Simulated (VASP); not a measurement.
Mg, 1 atom in the cell. Symmetry: P6/mmm, No. 191, hexagonal system. Conventional cell: a = 2.401 Å, b = 2.401 Å, c = 2.212 Å, α = 90.00°, β = 90.00°, γ = 120.00°. Within 2.9 Å of Mg (site symmetry 6/mmm) lie 8 Mg at 2.21 to 2.40 Å. This isn't the form of Mg at room conditions, which is hcp.

| Item | Value |
| --- | --- |
| Program | VASP 6.6.1 |
| Task | single point |
| Functional | PBE |
| Potentials or basis | VASP PAW PBE potentials, release 64 (Mg_sv) |
| Cutoff | 750 eV |
| k mesh | 14 × 14 × 13 |
| Occupations | fermi-dirac, width 0.1 eV |
| Spin | no spin polarisation |
| Dipole correction | no |
| Mended | yes |
| Further INCAR settings | ALGO = Normal; EDIFF = 1e-06; NBANDS = 11 |

Potentials or basis: VASP PAW PBE potentials, release 64 (Mg_sv).

Command:

```bash
$ cat potpaw_PBE.64/Mg_sv/POTCAR > POTCAR
$ mpirun -np 1 vasp_std > vasp.out
```

Hardware: 1 thread of Intel(R) Xeon(R) Platinum 8488C (Sapphire Rapids) (shared host).

Problem. How long does it take, and how much memory?

Solution. It took 13 s on 1 thread of Intel(R) Xeon(R) Platinum 8488C (Sapphire Rapids) (shared host), peak memory 0.15 GiB. Counts: scf iterations 11, k points 168.
